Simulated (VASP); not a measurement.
# Sc (P6_3/mmc) in VASP: a series of runs

Sc is run at these levels: LDA; tasks: electric field gradients.

Program: VASP 6.6.1. These are calculated values, not measurements. Logs are shortened: lines on timing, memory, paths and dates and some standing lists are left out, and cuts for length are marked.

## Step 1: The cell of the first run

Symmetry: P6_3/mmc, No. 194, hexagonal system. The conventional cell has a = 3.241 Å, b = 3.241 Å, c = 5.160 Å, α = 90.00°, β = 90.00°, γ = 120.00°. Sc (site symmetry -6m2) has 12 Sc at 3.19 to 3.24 Å within 4.2 Å.

## Step 2: Electric field gradients, LDA (volume scaled by 0.94)

File INCAR:

```
SYSTEM = Sc
ALGO = Normal ; EDIFF = 1E-8
ENCUT = 520 ; GGA = CA
ISIF = 2 ; ISMEAR = -1
LASPH = .True. ; LCHARG = .False.
LEFG = .True. ; LREAL = .False.
LWAVE = .False. ; NBANDS = 18
NELM = 80 ; PREC = Accurate
SIGMA = 0.03
```

File KPOINTS:

```
k-points
0
Gamma
  13 13 7
  0 0 0
```

File POSCAR:

```
Sc
1.0
    3.2412524567      0.0000000000      0.0000000000
   -1.6206262283      2.8070069676      0.0000000000
    0.0000000000      0.0000000000      5.1604596207
Sc
2
Direct
    0.3333333333      0.6666666667      0.2500000000
    0.6666666667      0.3333333333      0.7500000000
```

Potentials or basis: VASP PAW LDA potentials, release 64 (Sc_sv).

Run with:

```console
$ cat potpaw_LDA.64/Sc_sv/POTCAR > POTCAR
$ mpirun -np 1 vasp_std > vasp.out
```

OUTCAR:

```text
SYSTEM = Sc
   EDIFF = 1E-8
   ENCUT = 520
   GGA = CA
   ISIF = 2
   ISMEAR = -1
   LASPH = .True.
   LREAL = .False.
   NELM = 80
   PREC = Accurate

 ion  position               nearest neighbor table
   1  0.333  0.667  0.250-   2 3.19   2 3.19   2 3.19   2 3.19   2 3.19   2 3.19
   2  0.667  0.333  0.750-   1 3.19   1 3.19   1 3.19   1 3.19   1 3.19   1 3.19

  LATTYP: Found a hexagonal cell.
 ALAT       =     3.2412524567
 C/A-ratio  =     1.5921190002

  Lattice vectors:

 A1 = (   3.2412524567,   0.0000000000,   0.0000000000)
 A2 = (  -1.6206262283,   2.8070069676,   0.0000000000)
 A3 = (   0.0000000000,   0.0000000000,   5.1604596207)

Analysis of symmetry for initial positions (statically):
=====================================================================
 Subroutine PRICEL returns:
 Original cell was already a primitive cell.

 Routine SETGRP: Setting up the symmetry group for a
 hexagonal supercell.

 Subroutine GETGRP returns: Found 24 space group operations
 (whereof 12 operations were pure point group operations)
 out of a pool of 24 trial point group operations.

The static configuration has the point symmetry D_3d.
 The point group associated with its full space group is D_6h.

Analysis of symmetry for dynamics (positions and initial velocities):
=====================================================================
 Subroutine PRICEL returns:
 Original cell was already a primitive cell.

 Routine SETGRP: Setting up the symmetry group for a
 hexagonal supercell.

 Subroutine GETGRP returns: Found 24 space group operations
 (whereof 12 operations were pure point group operations)
 out of a pool of 24 trial point group operations.

The dynamic configuration has the point symmetry D_3d.
 The point group associated with its full space group is D_6h.

 Subroutine INISYM returns: Found 24 space group operations
 (whereof 12 operations are pure point group operations),
 and found     1 'primitive' translations

----------------------------------------------------------------------------------------

                                     Primitive cell

  volume of cell :      46.9510

  direct lattice vectors                    reciprocal lattice vectors
     3.241252457  0.000000000  0.000000000     0.308522713  0.178125671  0.000000000
[... 124 lines left out ...]

 Free energy of the ion-electron system (eV)
  ---------------------------------------------------
  ext. energy  EPLUGINS =         0.00000000
  ---------------------------------------------------
  free energy    TOTEN  =       -13.43313195 eV

  energy without entropy =      -13.41930539  energy(sigma->0) =      -13.42621867

 E-fermi :   3.7564     XC(G=0): -10.3466

 val. band max:        3.7554733174   @ k =   0.4615   0.0769   0.4286
 cond. band min:       3.7648487987   @ k =   0.3846   0.0000   0.1429
 fundamental gap:      0.0093754813
 Fermi energy:         3.7564481031

 k-point     1 :       0.0000    0.0000    0.0000
  band No.  band energies     occupation
      1     -44.9471      2.00000
      2     -44.8616      2.00000
      3     -24.1555      2.00000
      4     -23.7424      2.00000
      5     -23.7424      2.00000
      6     -23.6707      2.00000
[... 481 lines left out ...]
      5     -23.7620      2.00000
      6     -23.7616      2.00000
[... 10 lines left out ...]
     17       6.2440      0.00000
     18       6.2798      0.00000

 [... further k-points ...]

------------------------ aborting loop because EDIFF is reached ----------------------------------------

  FORCE on cell =-STRESS in cart. coord.  units (eV):
  Direction    XX          YY          ZZ          XY          YZ          ZX
  --------------------------------------------------------------------------------------
  -------------------------------------------------------------------------------------
  Total       -0.4411977     -0.4411977     -1.0672808     -0.0000000      0.0000000     -0.0000000
  in kB      -15.0556352    -15.0556352    -36.4203875     -0.0000000      0.0000000     -0.0000000
  external PRESSURE =     -22.1772193 kB  Pullay stress =       0.0000000 kB

 VOLUME and BASIS-vectors are now :
 -----------------------------------------------------------------------------
  energy-cutoff  :      520.00
  volume of cell :       46.95
      direct lattice vectors                 reciprocal lattice vectors
     3.241252457  0.000000000  0.000000000     0.308522713  0.178125671  0.000000000
    -1.620626228  2.807006968  0.000000000     0.000000000  0.356251342  0.000000000
     0.000000000  0.000000000  5.160459621     0.000000000  0.000000000  0.193781189

 POSITION                                       TOTAL-FORCE (eV/Angst)
 -----------------------------------------------------------------------------------
     -0.00000      1.87134      1.29011        -0.000000     -0.000000      0.000000
      1.62063      0.93567      3.87034         0.000000      0.000000      0.000000
 -----------------------------------------------------------------------------------
    total drift:                               -0.000000      0.000000     -0.000000

  FREE ENERGIE OF THE ION-ELECTRON SYSTEM (eV)
  ---------------------------------------------------
  free  energy   TOTEN  =       -13.4331319532 eV

  energy  without entropy=      -13.4193053859  energy(sigma->0) =      -13.42621867

 Electric field gradients (V/A^2)
---------------------------------------------------------------------
 ion       V_xx      V_yy      V_zz      V_xy      V_xz      V_yz
---------------------------------------------------------------------
   1      -5.754    -5.755    11.509    -0.000     0.000    -0.000
   2      -5.754    -5.755    11.509    -0.000    -0.000     0.000
---------------------------------------------------------------------

 Electric field gradients after diagonalization (V/A^2)
 (convention: |V_zz| > |V_xx| > |V_yy|)
----------------------------------------------------------------------
 ion       V_xx      V_yy      V_zz     asymmetry (V_yy - V_xx)/ V_zz
----------------------------------------------------------------------
   1      -5.755    -5.754    11.509       0.000
   2      -5.755    -5.754    11.509       0.000
----------------------------------------------------------------------

           NMR quadrupolar parameters

 Cq : quadrupolar parameter    Cq=e*Q*V_zz/h
 eta: asymmetry parameters     (V_yy - V_xx)/ V_zz
 Q  : nuclear electric quadrupole moment in mb (millibarn)
----------------------------------------------------------------------
 ion       Cq(MHz)       eta       Q (mb)
----------------------------------------------------------------------
   1       0.028       0.000       1.000
   2       0.028       0.000       1.000
----------------------------------------------------------------------
```

It took 32 s on 1 thread of Intel Xeon Platinum 8488C (Sapphire Rapids), shared host; peak memory 0.17 GiB.

What came out:

- Free energy: -13.4331 eV
- Pressure: -2.2 GPa
- Band gap on the k mesh: zero (band 11 reaches 4.49 eV, above the bottom of band 12 at 3.23 eV)

Levels at points of the mesh, in eV from the Fermi level:
| k point | band 8 | band 9 | band 10 | band 11 | band 12 | band 13 | band 14 | band 15 |
| --- | --- | --- | --- | --- | --- | --- | --- | --- |
| (0.00, 0.00, 0.00) | -27.40 | -5.17 | -1.76 | 0.65 | 1.60 | 1.60 | 1.74 | 2.05 |

Electric field gradients, principal values (V/Å²):
```tsv
atom	least	middle	greatest (by size)
1 Sc	-5.754	-5.755	11.509
2 Sc	-5.754	-5.755	11.509
```

Caveat: without QUAD_EFG the Cq values of the log hold for a quadrupole moment of 1 mb, not for the nuclei.

## Step 3: Electric field gradients, LDA (volume scaled by 0.94)

File INCAR:

```
PREC = Accurate
ENCUT = 520
EDIFF = 1E-8
ISMEAR = -1
SIGMA = 0.03
LREAL = False
LASPH = True
NELM = 100
ALGO = Normal
ISIF = 2
LWAVE = False
LCHARG = False
GGA = CA
LEFG = True
NBANDS = 18
```

File KPOINTS:

```
Automatic mesh
0
Gamma
  13 13 7
```

POSCAR is that of step 2.

Potentials or basis: VASP PAW LDA potentials, release 64 (Sc_sv).

Run with:

```console
$ cat potpaw_LDA.64/Sc_sv/POTCAR > POTCAR
$ mpirun -np 1 vasp_std > vasp.out
```

OUTCAR:

```text
PREC = Accurate
   ENCUT = 520
   EDIFF = 1E-8
   ISMEAR = -1
   LREAL = False
   LASPH = True
   NELM = 100
   ISIF = 2
   GGA = CA

 ion  position               nearest neighbor table
   1  0.333  0.667  0.250-   2 3.19   2 3.19   2 3.19   2 3.19   2 3.19   2 3.19
   2  0.667  0.333  0.750-   1 3.19   1 3.19   1 3.19   1 3.19   1 3.19   1 3.19

  LATTYP: Found a hexagonal cell.
 ALAT       =     3.2412524567
 C/A-ratio  =     1.5921190002

  Lattice vectors:

 A1 = (   3.2412524567,   0.0000000000,   0.0000000000)
 A2 = (  -1.6206262283,   2.8070069676,   0.0000000000)
 A3 = (   0.0000000000,   0.0000000000,   5.1604596207)

Analysis of symmetry for initial positions (statically):
=====================================================================
 Subroutine PRICEL returns:
 Original cell was already a primitive cell.

 Routine SETGRP: Setting up the symmetry group for a
 hexagonal supercell.

 Subroutine GETGRP returns: Found 24 space group operations
 (whereof 12 operations were pure point group operations)
 out of a pool of 24 trial point group operations.

The static configuration has the point symmetry D_3d.
 The point group associated with its full space group is D_6h.

Analysis of symmetry for dynamics (positions and initial velocities):
=====================================================================
 Subroutine PRICEL returns:
 Original cell was already a primitive cell.

 Routine SETGRP: Setting up the symmetry group for a
 hexagonal supercell.

 Subroutine GETGRP returns: Found 24 space group operations
[... 158 lines left out ...]
 k-point     1 :       0.0000    0.0000    0.0000
  band No.  band energies     occupation
      1     -44.9471      2.00000
      2     -44.8616      2.00000
      3     -24.1555      2.00000
      4     -23.7424      2.00000
      5     -23.7424      2.00000
      6     -23.6707      2.00000
[... 481 lines left out ...]
      5     -23.7620      2.00000
      6     -23.7616      2.00000
[... 10 lines left out ...]
     17       6.2440      0.00000
     18       6.2798      0.00000

 [... further k-points ...]

------------------------ aborting loop because EDIFF is reached ----------------------------------------

  FORCE on cell =-STRESS in cart. coord.  units (eV):
  Direction    XX          YY          ZZ          XY          YZ          ZX
  --------------------------------------------------------------------------------------
  -------------------------------------------------------------------------------------
  Total       -0.4411977     -0.4411977     -1.0672808     -0.0000000      0.0000000     -0.0000000
  in kB      -15.0556352    -15.0556352    -36.4203875     -0.0000000      0.0000000     -0.0000000
  external PRESSURE =     -22.1772193 kB  Pullay stress =       0.0000000 kB

 VOLUME and BASIS-vectors are now :
 -----------------------------------------------------------------------------
  energy-cutoff  :      520.00
  volume of cell :       46.95
      direct lattice vectors                 reciprocal lattice vectors
     3.241252457  0.000000000  0.000000000     0.308522713  0.178125671  0.000000000
    -1.620626228  2.807006968  0.000000000     0.000000000  0.356251342  0.000000000
     0.000000000  0.000000000  5.160459621     0.000000000  0.000000000  0.193781189

 POSITION                                       TOTAL-FORCE (eV/Angst)
 -----------------------------------------------------------------------------------
     -0.00000      1.87134      1.29011        -0.000000     -0.000000      0.000000
      1.62063      0.93567      3.87034         0.000000      0.000000      0.000000
 -----------------------------------------------------------------------------------
    total drift:                               -0.000000      0.000000     -0.000000

  FREE ENERGIE OF THE ION-ELECTRON SYSTEM (eV)
  ---------------------------------------------------
  free  energy   TOTEN  =       -13.4331319532 eV

  energy  without entropy=      -13.4193053859  energy(sigma->0) =      -13.42621867

 Electric field gradients (V/A^2)
---------------------------------------------------------------------
 ion       V_xx      V_yy      V_zz      V_xy      V_xz      V_yz
---------------------------------------------------------------------
   1      -5.754    -5.755    11.509    -0.000     0.000    -0.000
   2      -5.754    -5.755    11.509    -0.000    -0.000     0.000
---------------------------------------------------------------------

 Electric field gradients after diagonalization (V/A^2)
 (convention: |V_zz| > |V_xx| > |V_yy|)
----------------------------------------------------------------------
 ion       V_xx      V_yy      V_zz     asymmetry (V_yy - V_xx)/ V_zz
----------------------------------------------------------------------
   1      -5.755    -5.754    11.509       0.000
   2      -5.755    -5.754    11.509       0.000
----------------------------------------------------------------------

           NMR quadrupolar parameters

 Cq : quadrupolar parameter    Cq=e*Q*V_zz/h
 eta: asymmetry parameters     (V_yy - V_xx)/ V_zz
 Q  : nuclear electric quadrupole moment in mb (millibarn)
----------------------------------------------------------------------
 ion       Cq(MHz)       eta       Q (mb)
----------------------------------------------------------------------
   1       0.028       0.000       1.000
   2       0.028       0.000       1.000
----------------------------------------------------------------------
```

OSZICAR:

```text
N       E                     dE             d eps       ncg     rms          rms(c)
DAV:   1     0.362668615703E+03    0.36267E+03   -0.10795E+04  3040   0.134E+03
DAV:   2     0.593760193902E+01   -0.35673E+03   -0.34976E+03  3872   0.556E+02
DAV:   3    -0.144415652992E+02   -0.20379E+02   -0.19605E+02  4978   0.168E+02
DAV:   4    -0.147938933834E+02   -0.35233E+00   -0.34964E+00  4618   0.205E+01
DAV:   5    -0.147981619486E+02   -0.42686E-02   -0.42657E-02  5228   0.255E+00    0.794E+00
DAV:   6    -0.136092096040E+02    0.11890E+01   -0.26625E+00  4016   0.189E+01    0.235E+00
DAV:   7    -0.134478281738E+02    0.16138E+00   -0.62562E-01  4180   0.823E+00    0.768E-01
DAV:   8    -0.134340268589E+02    0.13801E-01   -0.29263E-02  3664   0.233E+00    0.224E-01
DAV:   9    -0.134331063439E+02    0.92051E-03   -0.63137E-03  4422   0.827E-01    0.219E-02
DAV:  10    -0.134331316815E+02   -0.25338E-04   -0.12020E-04  4700   0.151E-01    0.245E-03
DAV:  11    -0.134331319450E+02   -0.26354E-06   -0.15686E-06  4838   0.149E-02    0.121E-03
DAV:  12    -0.134331319563E+02   -0.11275E-07   -0.71681E-08  4764   0.379E-03    0.430E-04
DAV:  13    -0.134331319532E+02    0.30454E-08   -0.88710E-09  2816   0.127E-03
   1 F= -.13433132E+02 E0= -.13426219E+02  d E =-.138266E-01
```

It took 33 s on 1 thread of Intel Xeon Platinum 8488C (Sapphire Rapids), shared host; peak memory 0.17 GiB.

Results:

```yaml
Free_energy: -13.4331 eV
Pressure: -2.2 GPa
Band_gap_on_the_k_mesh: zero (band 11 reaches 4.49 eV, above the bottom of band 12 at 3.23 eV)
```

Levels at points of the mesh, in eV from the Fermi level:
```tsv
k point	band 7	band 8	band 9	band 10	band 11	band 12	band 13	band 14	band 15	band 16
(0.00, 0.00, 0.00)	-27.43	-27.40	-5.17	-1.76	0.65	1.60	1.60	1.74	2.05	2.05
```

Electric field gradients, principal values (V/Å²):
| atom | least | middle | greatest (by size) |
| --- | --- | --- | --- |
| 1 Sc | -5.754 | -5.755 | 11.509 |
| 2 Sc | -5.754 | -5.755 | 11.509 |

Caveat: without QUAD_EFG the Cq values of the log hold for a quadrupole moment of 1 mb, not for the nuclei.

(Part 1 of 2 ends here.)
